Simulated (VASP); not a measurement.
Wanted: the native input for a VASP 6.6.1 run.

```
Task                   : single point
Functional             : LDA
Potentials or basis    : VASP PAW LDA potentials, release 64 (Mn_pv, S)
Cutoff                 : 520 eV
k mesh                 : 9 × 9 × 9
Occupations            : fermi-dirac, width 0.05 eV
Spin                   : collinear spin, ferromagnetic start
Starting moments       : [4.0, 0.0] μB
Hubbard terms          : Mn d U = 8.0 eV
Dipole correction      : no
Further INCAR settings : ALGO = Normal; EDIFF = 1e-06; NBANDS = 20
```

The structure of MnS lies in POSCAR:

```
MnS
1.0
    0.0000000000      2.6223209186      2.6223209186
    2.6223209186      0.0000000000      2.6223209186
    2.6223209186      2.6223209186      0.0000000000
Mn S
1 1
Direct
    0.0000000000      0.0000000000      0.0000000000
    0.5000000000      0.5000000000      0.5000000000
```

These files were run (other wordings do the same):

INCAR

```
SYSTEM = MnS
PREC = Accurate ; ENCUT = 520
EDIFF = 1E-6 ; ISMEAR = -1
SIGMA = 0.05 ; LREAL = .FALSE.
LASPH = .TRUE. ; NELM = 150
ALGO = Normal ; ISIF = 2
LWAVE = .FALSE. ; LCHARG = .FALSE.
ISPIN = 2 ; MAGMOM = 4 0
LORBIT = 11 ; LMAXMIX = 4
LDAU = .TRUE. ; LDAUTYPE = 2
LDAUL = 2 -1 ; LDAUU = 8 0
LDAUJ = 0 0 ; LDAUPRINT = 1
GGA = CA ; NBANDS = 20
```

KPOINTS

```
regular mesh
0
G
  9 9 9
  0 0 0
```

Potentials or basis: VASP PAW LDA potentials, release 64 (Mn_pv, S).

Run with:

```console
$ cat potpaw_LDA.64/Mn_pv/POTCAR potpaw_LDA.64/S/POTCAR > POTCAR
$ mpirun -np 1 vasp_std > vasp.out
```

Results of the run:

```json
{
 "Pressure": "-1.8 GPa",
 "Band gap on the k mesh": "1.48 eV, indirect (least direct gap 2.94 eV)",
 "Net moment": "5.00 μB per cell",
 "Site moments": "Mn +4.68; S +0.04 μB",
 "Valence electrons inside the program's atomic spheres": "Mn 11.29; S 3.77"
}
```

Caveat: a cell with one magnetic atom can't hold antiferromagnetic order, which such compounds often take.

Run time: 84 s on 1 thread of Oxide Virtual Turin-like Processor, on a shared host, peak memory 0.13 GiB.
